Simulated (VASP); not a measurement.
Wanted: the native input for a VASP 6.6.1 run.

```
Task                   : relaxation of cell and atoms
Functional             : PBE
Potentials or basis    : VASP PAW PBE potentials, release 64 (Co, Si)
Cutoff                 : 600 eV
k mesh                 : 12 × 12 × 12
Occupations            : gaussian, width 0.05 eV
Spin                   : no spin polarisation
Dipole correction      : no
Further INCAR settings : ALGO = Normal; EDIFF = 1e-07; IBRION = 2; EDIFFG = -0.003; NSW = 80; ISIF = 3
```

The structure of CoSi lies in POSCAR:

```
CoSi
1.0
    4.4380000000      0.0000000000      0.0000000000
    0.0000000000      4.4380000000      0.0000000000
    0.0000000000      0.0000000000      4.4380000000
Co Si
4 4
Direct
    0.1400000000      0.1400000000      0.1400000000
    0.3600000000      0.8600000000      0.6400000000
    0.6400000000      0.3600000000      0.8600000000
    0.8600000000      0.6400000000      0.3600000000
    0.8430000000      0.8430000000      0.8430000000
    0.6570000000      0.1570000000      0.3430000000
    0.3430000000      0.6570000000      0.1570000000
    0.1570000000      0.3430000000      0.6570000000
```

These files were run (other wordings do the same):

INCAR

```
PREC = Accurate
ENCUT = 600
EDIFF = 1E-7
ISMEAR = 0
SIGMA = 0.05
LREAL = False
LASPH = True
NELM = 120
ALGO = Normal
ISIF = 3
LWAVE = False
LCHARG = False
GGA = PE
IBRION = 2
NSW = 80
EDIFFG = -0.003
GGA_COMPAT = False
NELMIN = 4
```

KPOINTS

```
Automatic mesh
0
Gamma
  12 12 12
```

Potentials or basis: VASP PAW PBE potentials, release 64 (Co, Si).

The run is started by

```console
$ cat potpaw_PBE.64/Co/POTCAR potpaw_PBE.64/Si/POTCAR > POTCAR
$ mpirun -np 1 vasp_std > vasp.out
```

Results of the run:

- Relaxed volume: 10.86 Å³/atom
- Relaxed cell: a = 4.429 Å, b = 4.429 Å, c = 4.429 Å, α = 90.00°, β = 90.00°, γ = 90.00°
- Space group after relaxing (to 0.1 Å): P2_13 (No. 198)
- Energy gained by relaxing: 2.8 meV/atom
- Ionic steps: 7
- Pressure after relaxing: 0.0 GPa
- Band gap on the k mesh: zero (bands 26 and 27 overlap by 0.21 eV)

Run time: 35 min on 1 thread of Oxide Virtual Turin-like Processor, on a shared host, peak memory 0.41 GiB.
